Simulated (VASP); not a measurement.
# GaP (F-43m) in VASP: single point with PBE

Aim: the single point of GaP with PBE.

All numbers are computed with VASP 6.6.1; they aren't measurements. Logs are shortened: lines on timing, memory, paths and dates and some standing lists are left out, and cuts for length are marked.

### 1 The cell of the first run

Symmetry: F-43m, No. 216, cubic system. The conventional cell has a = 5.507 Å, b = 5.507 Å, c = 5.507 Å, α = 90.00°, β = 90.00°, γ = 90.00°. Ga (site symmetry -43m) has 4 P at 2.38 Å within 3.1 Å. Within 3.1 Å of P (site symmetry -43m) lie 4 Ga at 2.38 Å.

### 2 Single point, PBE

INCAR

```
SYSTEM = GaP
ALGO = Normal ; EDIFF = 1E-6
ENCUT = 500 ; GGA = PE
GGA_COMPAT = .FALSE. ; ISIF = 2
ISMEAR = 0 ; LASPH = .TRUE.
LCHARG = .FALSE. ; LREAL = .FALSE.
LWAVE = .FALSE. ; NBANDS = 16
NELM = 120 ; PREC = Accurate
SIGMA = 0.02
```

KPOINTS

```
k-points
0
G
  8 8 8
  0 0 0
```

POSCAR

```
GaP
1.0
    0.0000000000      2.7533029095      2.7533029095
    2.7533029095      0.0000000000      2.7533029095
    2.7533029095      2.7533029095      0.0000000000
Ga P
1 1
Direct
    0.0000000000      0.0000000000      0.0000000000
    0.2500000000      0.2500000000      0.2500000000
```

Potentials or basis: VASP PAW PBE potentials, release 64 (Ga_d, P).

The run is started by

```console
cat potpaw_PBE.64/Ga_d/POTCAR potpaw_PBE.64/P/POTCAR > POTCAR
mpirun -np 1 vasp_std > vasp.out
```

OUTCAR:

```text
SYSTEM = GaP
   EDIFF = 1E-6
   ENCUT = 500
   GGA = PE
   ISIF = 2
   ISMEAR = 0
   LASPH = .TRUE.
   LREAL = .FALSE.
   NELM = 120
   PREC = Accurate

 ion  position               nearest neighbor table
   1  0.000  0.000  0.000-   2 2.38   2 2.38   2 2.38   2 2.38
   2  0.250  0.250  0.250-   1 2.38   1 2.38   1 2.38   1 2.38

  LATTYP: Found a face centered cubic cell.
 ALAT       =     5.5066058190

  Lattice vectors:

 A1 = (   0.0000000000,   2.7533029095,   2.7533029095)
 A2 = (   2.7533029095,   0.0000000000,   2.7533029095)
 A3 = (   2.7533029095,   2.7533029095,   0.0000000000)

Analysis of symmetry for initial positions (statically):
=====================================================================
 Subroutine PRICEL returns:
 Original cell was already a primitive cell.

 Routine SETGRP: Setting up the symmetry group for a
 face centered cubic supercell.

 Subroutine GETGRP returns: Found 24 space group operations
 (whereof 24 operations were pure point group operations)
 out of a pool of 48 trial point group operations.

The static configuration has the point symmetry T_d .

Analysis of symmetry for dynamics (positions and initial velocities):
=====================================================================
 Subroutine PRICEL returns:
 Original cell was already a primitive cell.

 Routine SETGRP: Setting up the symmetry group for a
 face centered cubic supercell.

 Subroutine GETGRP returns: Found 24 space group operations
 (whereof 24 operations were pure point group operations)
 out of a pool of 48 trial point group operations.

The dynamic configuration has the point symmetry T_d .

 Subroutine INISYM returns: Found 24 space group operations
 (whereof 24 operations are pure point group operations),
 and found     1 'primitive' translations

----------------------------------------------------------------------------------------

                                     Primitive cell

  volume of cell :      41.7438

  direct lattice vectors                    reciprocal lattice vectors
     0.000000000  2.753302909  2.753302909    -0.181600070  0.181600070  0.181600070
     2.753302909  0.000000000  2.753302909     0.181600070 -0.181600070  0.181600070
     2.753302909  2.753302909  0.000000000     0.181600070  0.181600070 -0.181600070

  length of vectors
     3.893758316  3.893758316  3.893758316     0.314540547  0.314540547  0.314540547

  position of ions in fractional coordinates (direct lattice)
     0.000000000  0.000000000  0.000000000
     0.250000000  0.250000000  0.250000000

  ion indices of the primitive-cell ions
   primitive index   ion index
                 1           1
                 2           2

----------------------------------------------------------------------------------------

 KPOINTS: k-points

Automatic generation of k-mesh.
 Grid dimensions read from file:
 generate k-points for:    8    8    8

 Generating k-lattice:

  Cartesian coordinates                     Fractional coordinates (reciprocal lattice)
    -0.022700009  0.022700009  0.022700009     0.125000000  0.000000000  0.000000000
     0.022700009 -0.022700009  0.022700009     0.000000000  0.125000000  0.000000000
     0.022700009  0.022700009 -0.022700009     0.000000000  0.000000000  0.125000000

  Length of vectors
     0.039317568  0.039317568  0.039317568

  Shift w.r.t. Gamma in fractional coordinates (k-lattice)
     0.000000000  0.000000000  0.000000000

 Subroutine IBZKPT returns following result:
 ===========================================

 Found     29 irreducible k-points:

 Following reciprocal coordinates:
            Coordinates               Weight
  0.000000  0.000000  0.000000      1.000000
  0.125000  0.000000  0.000000      8.000000
  0.250000  0.000000  0.000000      8.000000
  0.375000  0.000000  0.000000      8.000000
  0.500000  0.000000  0.000000      4.000000
  0.125000  0.125000  0.000000      6.000000
[... 16 lines left out ...]
  0.500000  0.250000  0.125000     48.000000
 -0.375000  0.250000  0.125000     24.000000
 [... further k-points ...]
   k-points           NKPTS =     29   k-points in BZ     NKDIM =     29   number of bands    NBANDS=     16
   number of dos      NEDOS =    301   number of ions     NIONS =      2
   total plane-waves  NPLWV =  21952
   dimension x,y,z NGX =    28 NGY =   28 NGZ =   28
   dimension x,y,z NGXF=    56 NGYF=   56 NGZF=   56
   ions per type =               1   1
   NGX,Y,Z   is equivalent  to a cutoff of  11.95, 11.95, 11.95 a.u.
   NGXF,Y,Z  is equivalent  to a cutoff of  23.91, 23.91, 23.91 a.u.
 SYSTEM =  GaP
   PREC   = accura    normal or accurate (medium, high low for compatibility)
   ISTART =      0    job   : 0-new  1-cont  2-samecut
   ICHARG =      2    charge: 1-file 2-atom 10-const
   ISPIN  =      1    spin polarized calculation?
   LNONCOLLINEAR =      F non collinear calculations
   LSORBIT =      F    spin-orbit coupling
   LASPH  =      T    aspherical Exc in radial PAW
   ENCUT  =  500.0 eV  36.75 Ry    6.06 a.u.   7.10  7.10  7.10*2*pi/ulx,y,z
   NELM   =    120;   NELMIN=  2; NELMDL= -5     # of ELM steps
   EDIFF  = 0.1E-05   stopping-criterion for ELM
   LREAL  =      F    real-space projection
   EDIFFG = 0.1E-04   stopping-criterion for IOM
   NSW    =      0    number of steps for IOM
   IBRION =     -1    ionic relax: 0-MD 1-quasi-New 2-CG
   NFREE  =      0    steps in history (QN), initial steepest desc. (CG)
   ISIF   =      2    stress and relaxation
   ISYM   =      2    0-nonsym 1-usesym 2-fastsym
   POTIM  = 0.5000    time-step for ionic-motion
   TEBEG  =    0.0;   TEEND  =   0.0 temperature during run
   PSTRESS=    0.0 pullay stress
   NELECT =      18.0000    total number of electrons
   NUPDOWN=      -1.0000    fix difference up-down
   EMIN   =  10.00;   EMAX   =-10.00  energy-range for DOS
   EFERMI =   0.00;   METHOD = LEGACY
   ISMEAR =     0;   SIGMA  =   0.02  broadening in eV -4-tet -1-fermi 0-gaus
   EFERMI_NEDOS =   21; number of points for ismear=-14 and -15
   IALGO  =     38    algorithm
   IMIX   =      4    mixing-type and parameters
     AMIX     =   0.40;   BMIX     =  1.00
     AMIX_MAG =   1.60;   BMIX_MAG =  1.00
  volume/ion in A,a.u.               =      20.87       140.85
  Fermi-wavevector in a.u.,A,eV,Ry     =   1.236806  2.337225 20.812692  1.529690
  Thomas-Fermi vector in A             =   2.371400
   LORBIT       =      0    0 simple, 1 ext, 2 COOP (PROOUT), +10 PAW based schemes
   GGA     = PE    functional components
   LHFCALC =     F    Hartree Fock is set to
   AEXX    =    0.0000 exact exchange contribution
   IVDW    =     0    specifies the selected vdW correction
   LEPSILON=     F    determine dielectric tensor
   LRPA    =     F    only Hartree local field effects (RPA)
 non-spin polarized calculation
 Gauss-broadening in eV      SIGMA  =   0.02
  energy-cutoff  :      500.00
  volume of cell :       41.74
 maximum number of plane-waves:      1068
   NGX = 15   NGY = 15   NGZ = 15

 number of electron      18.0000009 magnetization

 Free energy of the ion-electron system (eV)
  ---------------------------------------------------
  ext. energy  EPLUGINS =         0.00000000
  ---------------------------------------------------
  free energy    TOTEN  =        -9.12546136 eV

  energy without entropy =       -9.12546136  energy(sigma->0) =       -9.12546136

 E-fermi :   4.4986     XC(G=0):  -9.6937

 val. band max:        4.3437679146   @ k =   0.0000   0.0000   0.0000
 cond. band min:       5.9169591474   @ k =   0.0000   0.0000   0.0000
 fundamental gap:      1.5731912329
 Fermi energy:         4.4986392686

 k-point     1 :       0.0000    0.0000    0.0000
  band No.  band energies     occupation
      1     -10.1587      2.00000
      2     -10.1587      2.00000
      3     -10.1587      2.00000
      4     -10.0681      2.00000
      5     -10.0681      2.00000
      6      -7.9212      2.00000
[... 8 lines left out ...]
     15      14.0882      0.00000
     16      14.0882      0.00000

 k-point     2 :       0.1250    0.0000    0.0000
  band No.  band energies     occupation
      1     -10.1705      2.00000
      2     -10.1545      2.00000
      3     -10.1545      2.00000
      4     -10.0681      2.00000
      5     -10.0681      2.00000
      6      -7.7270      2.00000
[... 8 lines left out ...]
     15      13.4828      0.00000
     16      13.9002      0.00000

 k-point     3 :       0.2500    0.0000    0.0000
  band No.  band energies     occupation
      1     -10.1968      2.00000
      2     -10.1454      2.00000
      3     -10.1454      2.00000
      4     -10.0669      2.00000
      5     -10.0669      2.00000
      6      -7.1769      2.00000
[... 8 lines left out ...]
     15      13.2987      0.00000
     16      14.1881      0.00000

 k-point     4 :       0.3750    0.0000    0.0000
  band No.  band energies     occupation
      1     -10.2210      2.00000
      2     -10.1385      2.00000
      3     -10.1385      2.00000
      4     -10.0636      2.00000
      5     -10.0636      2.00000
      6      -6.4146      2.00000
[... 8 lines left out ...]
     15      14.4535      0.00000
     16      14.4535      0.00000

 k-point     5 :       0.5000    0.0000    0.0000
  band No.  band energies     occupation
      1     -10.2305      2.00000
      2     -10.1363      2.00000
      3     -10.1363      2.00000
      4     -10.0615      2.00000
      5     -10.0615      2.00000
      6      -5.9544      2.00000
[... 8 lines left out ...]
     15      15.9313      0.00000
     16      15.9313      0.00000

 k-point     6 :       0.1250    0.1250    0.0000
  band No.  band energies     occupation
      1     -10.1784      2.00000
      2     -10.1505      2.00000
      3     -10.1505      2.00000
      4     -10.0717      2.00000
      5     -10.0652      2.00000
      6      -7.6623      2.00000
[... 8 lines left out ...]
     15      14.2538      0.00000
     16      14.3294      0.00000

 k-point     7 :       0.2500    0.1250    0.0000
  band No.  band energies     occupation
      1     -10.1993      2.00000
      2     -10.1428      2.00000
      3     -10.1409      2.00000
      4     -10.0744      2.00000
      5     -10.0625      2.00000
      6      -7.2293      2.00000
[... 8 lines left out ...]
     15      14.3249      0.00000
     16      15.3365      0.00000

 k-point     8 :       0.3750    0.1250    0.0000
  band No.  band energies     occupation
      1     -10.2204      2.00000
      2     -10.1367      2.00000
      3     -10.1330      2.00000
      4     -10.0728      2.00000
      5     -10.0600      2.00000
      6      -6.5196      2.00000
[... 8 lines left out ...]
     15      15.0789      0.00000
     16      15.1522      0.00000

 k-point     9 :       0.5000    0.1250    0.0000
  band No.  band energies     occupation
      1     -10.2319      2.00000
      2     -10.1341      2.00000
      3     -10.1303      2.00000
      4     -10.0675      2.00000
      5     -10.0603      2.00000
      6      -5.8768      2.00000
[... 8 lines left out ...]
     15      15.9327      0.00000
     16      16.1100      0.00000
[... 172 lines left out ...]
 k-point    19 :       0.5000    0.3750    0.0000
  band No.  band energies     occupation
      1     -10.2572      2.00000
      2     -10.1083      2.00000
      3     -10.1044      2.00000
      4     -10.0933      2.00000
      5     -10.0514      2.00000
      6      -5.2975      2.00000
[... 8 lines left out ...]
     15      16.2643      0.00000
     16      17.3524      0.00000

 k-point    20 :      -0.3750    0.3750    0.0000
  band No.  band energies     occupation
      1     -10.2499      2.00000
      2     -10.1172      2.00000
      3     -10.1081      2.00000
      4     -10.0850      2.00000
      5     -10.0570      2.00000
      6      -5.1336      2.00000
[... 8 lines left out ...]
     15      14.6921      0.00000
     16      18.7559      0.00000

 k-point    21 :       0.5000    0.5000    0.0000
  band No.  band energies     occupation
      1     -10.2646      2.00000
      2     -10.1000      2.00000
      3     -10.1000      2.00000
      4     -10.0994      2.00000
      5     -10.0485      2.00000
      6      -5.0963      2.00000
[... 8 lines left out ...]
     15      16.6731      0.00000
     16      17.2069      0.00000

 k-point    22 :       0.3750    0.2500    0.1250
  band No.  band energies     occupation
      1     -10.2180      2.00000
      2     -10.1346      2.00000
      3     -10.1311      2.00000
      4     -10.0775      2.00000
      5     -10.0599      2.00000
      6      -6.7085      2.00000
[... 8 lines left out ...]
     15      15.3441      0.00000
     16      16.5694      0.00000

 k-point    23 :       0.5000    0.2500    0.1250
  band No.  band energies     occupation
      1     -10.2319      2.00000
      2     -10.1312      2.00000
      3     -10.1228      2.00000
      4     -10.0756      2.00000
      5     -10.0600      2.00000
      6      -5.9918      2.00000
[... 8 lines left out ...]
     15      15.7208      0.00000
     16      17.0388      0.00000

 k-point    24 :      -0.3750    0.2500    0.1250
  band No.  band energies     occupation
      1     -10.2370      2.00000
      2     -10.1307      2.00000
      3     -10.1199      2.00000
      4     -10.0725      2.00000
      5     -10.0615      2.00000
      6      -5.5661      2.00000
[... 8 lines left out ...]
     15      16.2357      0.00000
     16      16.6760      0.00000

 [... further k-points ...]

------------------------ aborting loop because EDIFF is reached ----------------------------------------

  FORCE on cell =-STRESS in cart. coord.  units (eV):
  Direction    XX          YY          ZZ          XY          YZ          ZX
  --------------------------------------------------------------------------------------
  -------------------------------------------------------------------------------------
  Total       -0.0261644     -0.0261644     -0.0261644      0.0000000      0.0000000     -0.0000000
  in kB       -1.0042201     -1.0042201     -1.0042201      0.0000000      0.0000000     -0.0000000
  external PRESSURE =      -1.0042201 kB  Pullay stress =       0.0000000 kB

 VOLUME and BASIS-vectors are now :
 -----------------------------------------------------------------------------
  energy-cutoff  :      500.00
  volume of cell :       41.74
      direct lattice vectors                 reciprocal lattice vectors
     0.000000000  2.753302909  2.753302909    -0.181600070  0.181600070  0.181600070
     2.753302909  0.000000000  2.753302909     0.181600070 -0.181600070  0.181600070
     2.753302909  2.753302909  0.000000000     0.181600070  0.181600070 -0.181600070

 POSITION                                       TOTAL-FORCE (eV/Angst)
 -----------------------------------------------------------------------------------
      0.00000      0.00000      0.00000        -0.000000     -0.000000     -0.000000
      1.37665      1.37665      1.37665         0.000000      0.000000      0.000000
 -----------------------------------------------------------------------------------
    total drift:                                0.000001      0.000001      0.000001

  FREE ENERGIE OF THE ION-ELECTRON SYSTEM (eV)
  ---------------------------------------------------
  free  energy   TOTEN  =        -9.1254613635 eV

  energy  without entropy=       -9.1254613635  energy(sigma->0) =       -9.12546136
```

Run time: 14 s. Hardware: 1 thread of Intel Xeon Platinum 8559C (Emerald Rapids), shared host; peak memory 0.16 GiB.

Results:

```yaml
Free_energy: -9.1255 eV
Pressure: -0.1 GPa
Band_gap_on_the_k_mesh: 1.57 eV
```

Levels at points of the mesh, in eV from the valence-band top:
| k point | band 7 | band 8 | band 9 | band 10 | band 11 | band 12 |
| --- | --- | --- | --- | --- | --- | --- |
| (0.00, 0.00, 0.00) | 0.00 | 0.00 | 0.00 | 1.57 | 3.90 | 3.90 |
| (0.50, 0.00, 0.00) | -6.46 | -1.07 | -1.07 | 1.58 | 4.73 | 4.73 |
| (0.50, 0.50, 0.00) | -6.61 | -2.58 | -2.58 | 1.72 | 1.85 | 10.37 |

A k mesh can miss the band edges.
